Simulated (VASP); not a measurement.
The system is Co.

```xyz
2
Lattice="2.5074 0.0000 0.0000 -1.2537 2.1715 0.0000 0.0000 0.0000 4.0699" Properties=species:S:1:pos:R:3 pbc="T T T"
Co    0.0000    1.4476    1.0175
Co    1.2537    0.7238    3.0524
```

Base run:

| Quantity | Value |
| --- | --- |
| Program | VASP 6.6.1 |
| Functional | PBE |
| Potentials or basis | VASP PAW PBE potentials, release 64 (Co) |
| Cutoff | 600 eV |
| k mesh | 15 × 15 × 8 |
| Occupations | fermi-dirac, width 0.08 eV |
| Spin | collinear spin, ferromagnetic start |
| Starting moments | [2.045, 2.045] μB |
| Fixed moment | 4.09 μB |

Its results: pressure 3.7 GPa; site moments Co +2.03 μB.

Task: After a change of settings the same cell gave: pressure -14.1 GPa; site moments Co +0.55 μB. Which change was it?
A. fixed moment from 4.09 μB to 1.08 μB; moments at the start from [2.04, 2.04] to [0.54, 0.54]
B. fixed moment from 4.09 μB to 3.6 μB; moments at the start from [2.04, 2.04] to [1.8, 1.8]
C. fixed moment from 4.09 μB to 2.95 μB; moments at the start from [2.04, 2.04] to [1.48, 1.48]
D. fixed moment from 4.09 μB to 2.19 μB; moments at the start from [2.04, 2.04] to [1.1, 1.1]

Result: A.

Caveats: the total moment is fixed, so each spin has its own Fermi level and the state may be an excited one; the cell stands under pressure (at least some runs); the cell stands under tension (at least some runs).
